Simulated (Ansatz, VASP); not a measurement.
# BeTe: VASP beside Ansatz

Contents of INCAR:

```
SYSTEM = BeTe
PREC = Accurate ; ENCUT = 600
EDIFF = 1E-6 ; ISMEAR = 0
SIGMA = 0.02 ; LREAL = .FALSE.
LASPH = .TRUE. ; NELM = 120
ALGO = Normal ; ISIF = 2
LWAVE = .FALSE. ; LCHARG = .TRUE.
LELF = .TRUE. ; LVHAR = .TRUE.
NBANDS = 11 ; GGA_COMPAT = .FALSE.
```

KPOINTS

```
Automatic mesh
0
G
  8 8 8
  0 0 0
```

Contents of POSCAR:

```
BeTe
1.0
    0.0000000000      2.7774117875      2.7774117875
    2.7774117875      0.0000000000      2.7774117875
    2.7774117875      2.7774117875      0.0000000000
Be Te
1 1
Direct
    0.0000000000      0.0000000000      0.0000000000
    0.2500000000      0.2500000000      0.2500000000
```

Input for Ansatz:

```yaml
crystal:
  lattice:
    - [0.0, 2.7774117875, 2.7774117875]
    - [2.7774117875, 0.0, 2.7774117875]
    - [2.7774117875, 2.7774117875, 0.0]
  atoms:
    - { symbol: Be, position: [0.0, 0.0, 0.0] }
    - { symbol: Te, position: [0.25, 0.25, 0.25] }
basis:
  ecutwfc: 420
kpoints:
  mp_grid: { grid: [8, 8, 8] }
  band_path:
    path:
      - [[0.0, 0.0, 0.0], [-0.5, -0.5, 0.0], [-0.375, -0.375, 0.25]]
      - [[-0.375, 0.0, 0.375], [0.0, 0.0, 0.0], [0.0, 0.0, 0.5], [-0.5, -0.25, 0.25], [-0.5, -0.5, 0.0]]
    npoints: 10
hamiltonian:
  xc: lda
  pseudopotentials: { kind: paw, azcp: { folder: soft_1 } }
scf:
  occupations: { method: gaussian, width: 0.02 }
  n_extra_bands: 7
output:
  forces: true
  stress: true
  eigenvalues: true
```

Alike in both runs: task single point; functional LDA; k mesh 8 × 8 × 8; occupations gaussian, width 0.02 eV; no spin polarisation.

|  | VASP | Ansatz |
| --- | --- | --- |
| version | VASP 6.6.1 | Ansatz 0.2.0 |
| potentials or method | VASP PAW LDA potentials, release 64 (Be, Te), cutoff 600 eV | scalar-relativistic, plane waves, PAW |
| valence electrons in the cell | 8 | 18 |

Ansatz gave:

```
gap on the k mesh at the Fermi level (eV) : 1.79
least direct gap on the mesh (eV)         : 3.59
pressure (GPa)                            : 0.0
```

Which values does VASP return?

gap on the k mesh at the Fermi level (eV): 1.77; least direct gap on the mesh (eV): 3.55; pressure (GPa): 0.3.

Ansatz warns that its potentials were made for another functional, while VASP's fit it. LDA's correlation is that of Perdew and Zunger in VASP and of Perdew and Wang (1992) in Ansatz. VASP's potentials hold 8 valence electrons a cell and Ansatz's 18, so a difference there can come from the potentials and not from the codes.

Neither program's run includes spin-orbit coupling.
